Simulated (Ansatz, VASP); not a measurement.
# Pb in VASP and in Ansatz

```
Pb
1.0
    -2.00935    2.00935    1.97966
     2.00935   -2.00935    1.97966
     2.00935    2.00935   -1.97966
Pb
1
Cartesian
  0.0000 0.0000 0.0000
```

Change from the starting cell: x and y stretched by +1.5 %, z held.

Alike in both runs: task single point; functional PBEsol; k mesh 13 × 13 × 13; occupations fermi-dirac, width 0.08 eV; no spin polarisation.

|  | VASP | Ansatz |
| --- | --- | --- |
| version | VASP 6.6.1 | Ansatz 0.2.0 |
| potentials or method | VASP PAW PBE potentials, release 64 (Pb_d), cutoff 520 eV | all-electron LAPW, scalar-relativistic |

```tsv
	VASP	Ansatz	Ansatz less VASP
pressure (GPa)	-2.7	-2.7	+0.08
traceless stress, the component that is largest in VASP (GPa)	-0.24	-0.24	+0.001
```

VASP's potentials were made for PBE, not for PBEsol. Ansatz ran all-electron here, and VASP with PAW potentials.

Spin-orbit coupling is off throughout.
